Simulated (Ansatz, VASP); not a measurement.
# Bi: VASP beside Ansatz

```
Bi
1.0
    -2.04106    2.04106    1.75776
     2.04106   -2.04106    1.75776
     2.04106    2.04106   -1.75776
Bi
1
Direct
  0.00000 0.00000 0.00000
```

Alike in both runs: task single point; functional PBE; dispersion D3(BJ); k mesh 18 × 18 × 18; occupations gaussian, width 0.15 eV; no spin polarisation.

|  | VASP | Ansatz |
| --- | --- | --- |
| version | VASP 6.6.1 | Ansatz 0.2.0 |
| potentials or method | VASP PAW PBE potentials, release 64 (Bi_d), cutoff 520 eV | scalar-relativistic, plane waves, PAW |
| valence electrons in the cell | 15 | 15 |

|  | VASP | Ansatz | Ansatz less VASP |
| --- | --- | --- | --- |
| gap on the k mesh at the Fermi level (eV) | none | none | - |
| pressure (GPa) | 2.2 | 2.3 | +0.05 |
| traceless stress, the component that is largest in VASP (GPa) | 0.75 | 0.76 | +0.008 |

A gap of «none» marks a metal or a gap that the smearing closes.

Spin-orbit coupling is off throughout.
